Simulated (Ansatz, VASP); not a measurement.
# Two plane-wave programs on Au

The input INCAR:

```
PREC = Accurate
ENCUT = 520
EDIFF = 1E-6
ISMEAR = 0
SIGMA = 0.15
LREAL = False
LASPH = True
NELM = 60
ALGO = Fast
ISIF = 2
LWAVE = False
LCHARG = False
GGA = PS
NBANDS = 12
```

KPOINTS

```
Automatic mesh
0
Gamma
  20 20 20
```

Contents of POSCAR:

```
Au
1.0
    0.0000000000      2.1273200000      1.8818600000
    2.1273200000      0.0000000000      1.8818600000
    2.1273200000      2.1273200000      0.0000000000
Au
1
Direct
    0.0000000000      0.0000000000      0.0000000000
```

Input for Ansatz:

```yaml
crystal:
  lattice:
    - [0.0, 2.12732, 1.88186]
    - [2.12732, 0.0, 1.88186]
    - [2.12732, 2.12732, 0.0]
  atoms:
    - { symbol: Au, position: [0.0, 0.0, 0.0] }
basis:
  ecutwfc: 420
kpoints:
  mp_grid: { grid: [20, 20, 20] }
hamiltonian:
  xc: pbesol
scf:
  occupations: { method: gaussian, width: 0.15 }
output:
  forces: true
  stress: true
  eigenvalues: true
```

Change from the starting cell: strain +0.040 along x and y, -0.080 along z, atoms carried along.

Alike in both runs: task single point; functional PBEsol; k mesh 20 × 20 × 20; occupations gaussian, width 0.15 eV; no spin polarisation.

```csv
,VASP,Ansatz
version,VASP 6.6.1,Ansatz 0.2.0
potentials or method,"VASP PAW PBE potentials, release 64 (Au), cutoff 520 eV","scalar-relativistic, plane waves, PAW"
valence electrons in the cell,11,19
```

|  | VASP | Ansatz | Ansatz less VASP |
| --- | --- | --- | --- |
| gap on the k mesh at the Fermi level (eV) | none | none | - |
| pressure (GPa) | -0.1 | 0.1 | +0.22 |
| traceless stress, the component that is largest in VASP (GPa) | 0.80 | 0.77 | -0.024 |

VASP's potentials were made for PBE, not for PBEsol. A gap of «none» marks a metal or a gap that the smearing closes. VASP's potentials hold 11 valence electrons a cell and Ansatz's 19, so a difference there can come from the potentials and not from the codes.

Spin-orbit coupling is off throughout.
